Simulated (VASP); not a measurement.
# Sr (Pm-3m) in VASP: relaxation of cell and atoms with LDA

Aim: the relaxation of cell and atoms of Sr with LDA.

All numbers are computed with VASP 6.6.1; they aren't measurements. Logs are shortened: lines on timing, memory, paths and dates and some standing lists are left out, and cuts for length are marked.

**1. The cell of the first run**

It takes space group Pm-3m (No. 221, cubic). The conventional cell has a = 3.752 Å, b = 3.752 Å, c = 3.752 Å, α = 90.00°, β = 90.00°, γ = 90.00°. Within 4.9 Å of Sr (site symmetry m-3m) lie 6 Sr at 3.75 Å.

**2. Relaxation of cell and atoms, LDA**

File INCAR:

```
PREC = Accurate ; ENCUT = 600
EDIFF = 1E-6 ; ISMEAR = -1
SIGMA = 0.05 ; LREAL = False
LASPH = True ; NELM = 100
ALGO = Normal ; ISIF = 3
LWAVE = False ; LCHARG = False
GGA = CA ; IBRION = 2
NSW = 60 ; EDIFFG = -0.005
```

File KPOINTS:

```
regular mesh
0
Gamma
  10 10 10
```

File POSCAR:

```
Sr
1.0
    3.7524527953      0.0000000000      0.0000000000
    0.0000000000      3.7524527953      0.0000000000
    0.0000000000      0.0000000000      3.7524527953
Sr
1
Direct
    0.0000000000      0.0000000000      0.0000000000
```

Potentials or basis: VASP PAW LDA potentials, release 64 (Sr_sv).

The run is started by

```
cat potpaw_LDA.64/Sr_sv/POTCAR > POTCAR
mpirun -np 1 vasp_std > vasp.out
```

OUTCAR:

```text
PREC = Accurate
   ENCUT = 600
   EDIFF = 1E-6
   ISMEAR = -1
   LREAL = False
   LASPH = True
   NELM = 100
   ISIF = 3
   GGA = CA
   IBRION = 2
   NSW = 60
   EDIFFG = -0.005

 ion  position               nearest neighbor table
   1  0.000  0.000  0.000-

  LATTYP: Found a simple cubic cell.
 ALAT       =     3.7524527953

  Lattice vectors:

 A1 = (   3.7524527953,   0.0000000000,   0.0000000000)
 A2 = (   0.0000000000,   3.7524527953,   0.0000000000)
 A3 = (   0.0000000000,   0.0000000000,   3.7524527953)

Analysis of symmetry for initial positions (statically):
=====================================================================
 Subroutine PRICEL returns:
 Original cell was already a primitive cell.

 Routine SETGRP: Setting up the symmetry group for a
 simple cubic supercell.

 Subroutine GETGRP returns: Found 48 space group operations
 (whereof 48 operations were pure point group operations)
 out of a pool of 48 trial point group operations.

The static configuration has the point symmetry O_h .

Analysis of symmetry for dynamics (positions and initial velocities):
=====================================================================
 Subroutine PRICEL returns:
 Original cell was already a primitive cell.

 Routine SETGRP: Setting up the symmetry group for a
 simple cubic supercell.

 Subroutine GETGRP returns: Found 48 space group operations
 (whereof 48 operations were pure point group operations)
 out of a pool of 48 trial point group operations.

The dynamic configuration has the point symmetry O_h .

 Subroutine INISYM returns: Found 48 space group operations
 (whereof 48 operations are pure point group operations),
 and found     1 'primitive' translations

----------------------------------------------------------------------------------------

                                     Primitive cell

  volume of cell :      52.8379

  direct lattice vectors                    reciprocal lattice vectors
     3.752452795  0.000000000  0.000000000     0.266492360  0.000000000  0.000000000
     0.000000000  3.752452795  0.000000000     0.000000000  0.266492360  0.000000000
     0.000000000  0.000000000  3.752452795     0.000000000  0.000000000  0.266492360

  length of vectors
     3.752452795  3.752452795  3.752452795     0.266492360  0.266492360  0.266492360

  position of ions in fractional coordinates (direct lattice)
     0.000000000  0.000000000  0.000000000

  ion indices of the primitive-cell ions
   primitive index   ion index
                 1           1

----------------------------------------------------------------------------------------

 KPOINTS: regular mesh

Automatic generation of k-mesh.
 Grid dimensions read from file:
 generate k-points for:   10   10   10

 Generating k-lattice:

  Cartesian coordinates                     Fractional coordinates (reciprocal lattice)
     0.026649236  0.000000000  0.000000000     0.100000000  0.000000000  0.000000000
     0.000000000  0.026649236  0.000000000     0.000000000  0.100000000  0.000000000
     0.000000000  0.000000000  0.026649236     0.000000000  0.000000000  0.100000000

  Length of vectors
     0.026649236  0.026649236  0.026649236

  Shift w.r.t. Gamma in fractional coordinates (k-lattice)
     0.000000000  0.000000000  0.000000000

 Subroutine IBZKPT returns following result:
 ===========================================

 Found     56 irreducible k-points:

 Following reciprocal coordinates:
            Coordinates               Weight
  0.000000  0.000000  0.000000      1.000000
  0.100000  0.000000  0.000000      6.000000
  0.200000  0.000000  0.000000      6.000000
  0.300000  0.000000  0.000000      6.000000
  0.400000  0.000000  0.000000      6.000000
  0.500000  0.000000  0.000000      3.000000
[... 16 lines left out ...]
  0.200000  0.100000  0.100000     24.000000
  0.300000  0.100000  0.100000     24.000000
 [... further k-points ...]
   k-points           NKPTS =     56   k-points in BZ     NKDIM =     56   number of bands    NBANDS=      9
   number of dos      NEDOS =    301   number of ions     NIONS =      1
   total plane-waves  NPLWV =  27000
   dimension x,y,z NGX =    30 NGY =   30 NGZ =   30
   dimension x,y,z NGXF=    60 NGYF=   60 NGZF=   60
   ions per type =               1
   NGX,Y,Z   is equivalent  to a cutoff of  13.29, 13.29, 13.29 a.u.
   NGXF,Y,Z  is equivalent  to a cutoff of  26.58, 26.58, 26.58 a.u.
 SYSTEM =  unknown system
   PREC   = accura    normal or accurate (medium, high low for compatibility)
   ISTART =      0    job   : 0-new  1-cont  2-samecut
   ICHARG =      2    charge: 1-file 2-atom 10-const
   ISPIN  =      1    spin polarized calculation?
   LNONCOLLINEAR =      F non collinear calculations
   LSORBIT =      F    spin-orbit coupling
   LASPH  =      T    aspherical Exc in radial PAW
   ENCUT  =  600.0 eV  44.10 Ry    6.64 a.u.   7.49  7.49  7.49*2*pi/ulx,y,z
   NELM   =    100;   NELMIN=  2; NELMDL= -5     # of ELM steps
   EDIFF  = 0.1E-05   stopping-criterion for ELM
   LREAL  =      F    real-space projection
   EDIFFG = -.5E-02   stopping-criterion for IOM
   NSW    =     60    number of steps for IOM
   IBRION =      2    ionic relax: 0-MD 1-quasi-New 2-CG
   NFREE  =      1    steps in history (QN), initial steepest desc. (CG)
   ISIF   =      3    stress and relaxation
   ISYM   =      2    0-nonsym 1-usesym 2-fastsym
   POTIM  = 0.5000    time-step for ionic-motion
   TEBEG  =    0.0;   TEEND  =   0.0 temperature during run
   PSTRESS=    0.0 pullay stress
   NELECT =      10.0000    total number of electrons
   NUPDOWN=      -1.0000    fix difference up-down
   EMIN   =  10.00;   EMAX   =-10.00  energy-range for DOS
   EFERMI =   0.00;   METHOD = LEGACY
   ISMEAR =    -1;   SIGMA  =   0.05  broadening in eV -4-tet -1-fermi 0-gaus
   EFERMI_NEDOS =   21; number of points for ismear=-14 and -15
   IALGO  =     38    algorithm
   IMIX   =      4    mixing-type and parameters
     AMIX     =   0.40;   BMIX     =  1.00
     AMIX_MAG =   1.60;   BMIX_MAG =  1.00
  volume/ion in A,a.u.               =      52.84       356.57
  Fermi-wavevector in a.u.,A,eV,Ry     =   0.939924  1.776200 12.020174  0.883458
  Thomas-Fermi vector in A             =   2.067285
   LORBIT       =      0    0 simple, 1 ext, 2 COOP (PROOUT), +10 PAW based schemes
   GGA     = CA    functional components
   LHFCALC =     F    Hartree Fock is set to
   AEXX    =    0.0000 exact exchange contribution
   IVDW    =     0    specifies the selected vdW correction
   LEPSILON=     F    determine dielectric tensor
   LRPA    =     F    only Hartree local field effects (RPA)
 conjugate gradient relaxation of ions
 non-spin polarized calculation
  energy-cutoff  :      600.00
  volume of cell :       52.84
 maximum number of plane-waves:      1791
 NGX is ok and might be reduce to    30
   NGX = 15   NGY = 15   NGZ = 15

--------------------------------------- Ionic step        1  -------------------------------------------

 number of electron      10.0000000 magnetization

 Free energy of the ion-electron system (eV)
  ---------------------------------------------------
  ext. energy  EPLUGINS =         0.00000000
  ---------------------------------------------------
  free energy    TOTEN  =        -1.51305365 eV

  energy without entropy =       -1.50294149  energy(sigma->0) =       -1.50799757

------------------------ aborting loop because EDIFF is reached ----------------------------------------

  FORCE on cell =-STRESS in cart. coord.  units (eV):
  Direction    XX          YY          ZZ          XY          YZ          ZX
  --------------------------------------------------------------------------------------
  -------------------------------------------------------------------------------------
  Total       -0.2071894     -0.2071894     -0.2071894      0.0000000      0.0000000     -0.0000000
  in kB       -6.2824975     -6.2824975     -6.2824975      0.0000000      0.0000000     -0.0000000
  external PRESSURE =      -6.2824975 kB  Pullay stress =       0.0000000 kB
[... 90 lines left out ...]
  energy  without entropy=       -1.5153932859  energy(sigma->0) =       -1.51901237

--------------------------------------- Ionic step        4  -------------------------------------------

 number of electron      10.0000000 magnetization

 Free energy of the ion-electron system (eV)
  ---------------------------------------------------
  ext. energy  EPLUGINS =         0.00000000
  ---------------------------------------------------
  free energy    TOTEN  =        -1.52290346 eV

  energy without entropy =       -1.51501832  energy(sigma->0) =       -1.51896089

 E-fermi :   1.6723     XC(G=0):  -7.9580

 val. band max:        1.6352567730   @ k =   0.5000   0.4000   0.3000
 cond. band min:       1.6812428317   @ k =   0.5000   0.1000   0.1000
 fundamental gap:      0.0459860588
 Fermi energy:         1.6722956542

 k-point     1 :       0.0000    0.0000    0.0000
  band No.  band energies     occupation
      1     -34.7036      2.00000
      2     -16.5784      2.00000
      3     -16.5784      2.00000
      4     -16.5784      2.00000
      5      -1.9012      2.00000
      6       2.2540      0.00002
      7       2.2540      0.00002
      8       7.2612      0.00000
      9       7.2612      0.00000
[... 265 lines left out ...]
 k-point    24 :       0.3000    0.1000    0.1000
  band No.  band energies     occupation
      1     -34.6723      2.00000
      2     -16.8885      2.00000
      3     -16.5952      2.00000
      4     -16.5903      2.00000
      5      -0.3954      2.00000
      6       2.6865      0.00000
      7       2.8472      0.00000
      8       5.2111      0.00000
      9       5.3249      0.00000

 [... further k-points ...]

------------------------ aborting loop because EDIFF is reached ----------------------------------------

  FORCE on cell =-STRESS in cart. coord.  units (eV):
  Direction    XX          YY          ZZ          XY          YZ          ZX
  --------------------------------------------------------------------------------------
  -------------------------------------------------------------------------------------
  Total       -0.0030314     -0.0030314     -0.0030314      0.0000000     -0.0000000      0.0000000
  in kB       -0.1005331     -0.1005331     -0.1005331      0.0000000     -0.0000000      0.0000000
  external PRESSURE =      -0.1005331 kB  Pullay stress =       0.0000000 kB
[... 16 lines left out ...]
  FREE ENERGIE OF THE ION-ELECTRON SYSTEM (eV)
  ---------------------------------------------------
  free  energy   TOTEN  =        -1.5229034626 eV

  energy  without entropy=       -1.5150183199  energy(sigma->0) =       -1.51896089

 reached required accuracy - stopping structural energy minimisation
```

It took 55 s on 1 thread of AMD EPYC 7R13 (Zen 3), shared host; peak memory 0.15 GiB.

What came out:

```yaml
Free_energy: -1.5229 eV
Relaxed_volume: 48.31 Å³/atom
Relaxed_cell: a = 3.642 Å, b = 3.642 Å, c = 3.642 Å, α = 90.00°, β = 90.00°, γ = 90.00°
Space_group_after_relaxing_to_0.05_Å: Pm-3m (No. 221)
Energy_gained_by_relaxing: 9.8 meV/atom
Ionic_steps: 4
Pressure_after_relaxing: 0.0 GPa
Band_gap_on_the_k_mesh: zero (band 5 reaches 2.09 eV, above the bottom of band 6 at 1.53 eV)
```

Step by step:
| step | energy change (eV) | largest force (eV/Å) | pressure (GPa) | volume (Å³) |
| --- | --- | --- | --- | --- |
| 1 | 0.0000 | 0.0000 | -0.63 | 52.84 |
| 2 | -0.0053 | 0.0000 | -0.46 | 51.27 |
| 3 | -0.0096 | 0.0000 | 0.13 | 47.56 |
| 4 | -0.0098 | 0.0000 | -0.01 | 48.31 |

Final structure:
```cif
data_structure
_symmetry_space_group_name_H-M 'P 1'
_symmetry_Int_Tables_number 1
_cell_length_a 3.6421
_cell_length_b 3.6421
_cell_length_c 3.6421
_cell_angle_alpha 90.000
_cell_angle_beta 90.000
_cell_angle_gamma 90.000
_cell_volume 48.31
loop_
_atom_site_label
_atom_site_type_symbol
_atom_site_fract_x
_atom_site_fract_y
_atom_site_fract_z
_atom_site_occupancy
Sr1 Sr 0.00000 0.00000 0.00000 1
```
